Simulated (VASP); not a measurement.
Input of a VASP 6.6.1 run:

The input INCAR:

```
PREC = Accurate
ENCUT = 520
EDIFF = 1E-6
ISMEAR = 0
SIGMA = 0.01
LREAL = False
LASPH = True
NELM = 100
ALGO = Normal
ISIF = 2
LWAVE = False
LCHARG = True
GGA = CA
LELF = True
LVHAR = True
NBANDS = 11
```

The input KPOINTS:

```
Automatic mesh
0
Gamma
  8 8 8
```

POSCAR

```
MgS
1.0
    0.0000000000      2.5545658665      2.5545658665
    2.5545658665      0.0000000000      2.5545658665
    2.5545658665      2.5545658665      0.0000000000
Mg S
1 1
Direct
    0.0000000000      0.0000000000      0.0000000000
    0.5000000000      0.5000000000      0.5000000000
```

Potentials or basis: VASP PAW LDA potentials, release 64 (Mg, S).

Run with:

```bash
$ cat potpaw_LDA.64/Mg/POTCAR potpaw_LDA.64/S/POTCAR > POTCAR
$ mpirun -np 1 vasp_std > vasp.out
```

Estimate the band gap on the k mesh.

2.67 eV, indirect (least direct gap 3.94 eV).

What does it give for the pressure?

0.4 GPa.

A k mesh can miss the band edges.
